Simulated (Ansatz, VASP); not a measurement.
Se in VASP and in Ansatz

File INCAR:

```
PREC = Accurate
ENCUT = 520
EDIFF = 1E-7
ISMEAR = -1
SIGMA = 0.1
LREAL = F
LASPH = T
NELM = 60
ALGO = Normal
ISIF = 2
LWAVE = F
LCHARG = F
GGA = PS
NBANDS = 9
```

The input KPOINTS:

```
regular mesh
0
Gamma
  13 13 13
```

File POSCAR:

```
Se
1.0
    2.8228459055      0.0000000000      0.0000000000
    0.0000000000      2.8228459055      0.0000000000
    0.0000000000      0.0000000000      2.8228459055
Se
1
Direct
    0.0000000000      0.0000000000      0.0000000000
```

Input for Ansatz:

```yaml
crystal:
  lattice:
    - [2.8228459055, 0.0, 0.0]
    - [0.0, 2.8228459055, 0.0]
    - [0.0, 0.0, 2.8228459055]
  atoms:
    - { symbol: Se, position: [0.0, 0.0, 0.0] }
hamiltonian:
  xc: pbesol
  pseudopotentials:
    kind: paw
    azcp:
      Se: "pseudopotentials/Se.paw.azcp"
basis:
  ecutwfc: 420
  fft_grid_basis: typed
kpoints:
  mp_grid: { grid: [13, 13, 13], shift: [0, 0, 0] }
magnetization:
  spin_polarized: false
scf:
  occupations: { method: fermi_dirac, width: 0.1 }
  lower_state_search: "off"
output:
  stress: true
```

Alike in both runs: task single point; functional PBEsol; k mesh 13 × 13 × 13; occupations fermi-dirac, width 0.1 eV; no spin polarisation.

|  | VASP | Ansatz |
| --- | --- | --- |
| version | VASP 6.6.1 | Ansatz 0.2.0 |
| potentials or method | VASP PAW PBE potentials, release 64 (Se), cutoff 520 eV | plane waves (420 eV) with PAW, scalar-relativistic |
| valence electrons in the cell | 6 | 16 |

Ansatz gave:

- pressure (GPa): -2.9

Q: What did VASP give for the same quantities?

A: Pressure (GPa): -2.8.

VASP's potentials were made for PBE, not for PBEsol, and Ansatz warns of the same on its side. VASP's potentials hold 6 valence electrons a cell and Ansatz's 16, so a difference there can come from the potentials and not from the codes.
